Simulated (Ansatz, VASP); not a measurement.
WS2 in VASP and in Ansatz

```
W S
1.0
     3.28274   -0.17195   -0.17195
    -1.79028    2.92891   -0.06294
    -1.28384   -1.28384   24.50970
W S
2 4
Direct
  0.33333 0.66667 0.63028
  0.66667 0.33333 0.36972
  0.33333 0.66667 0.30289
  0.66667 0.33333 0.56333
  0.33333 0.66667 0.43667
  0.66667 0.33333 0.69711
```

Change from the starting cell: equal engineering shear yz, xz and xy -0.1100, equal normal strain along x, y and z +0.0500.

Alike in both runs: task single point; functional LDA; k mesh 12 × 12 × 2; occupations gaussian, width 0.05 eV; no spin polarisation.

|  | VASP | Ansatz |
| --- | --- | --- |
| version | VASP 6.6.1 | Ansatz 0.2.0 |
| potentials or method | VASP PAW LDA potentials, release 64 (W_sv, S), cutoff 520 eV | scalar-relativistic, plane waves, PAW |
| valence electrons in the cell | 52 | 52 |

Ansatz gave:

```
gap on the k mesh at the Fermi level (eV) : 0.99
least direct gap on the mesh (eV)         : 1.26
rms of the force components (eV/Å)        : 1.218
```

Problem. Estimate VASP's values.

Solution. gap on the k mesh at the Fermi level (eV): 1.00; least direct gap on the mesh (eV): 1.26; rms of the force components (eV/Å): 1.213.

Ansatz warns that its potentials were made for another functional, while VASP's fit it. LDA's correlation is that of Perdew and Zunger in VASP and of Perdew and Wang (1992) in Ansatz. Atom by atom the forces differ by 0.017 eV/Å (rms over components).

Spin-orbit coupling is off throughout.
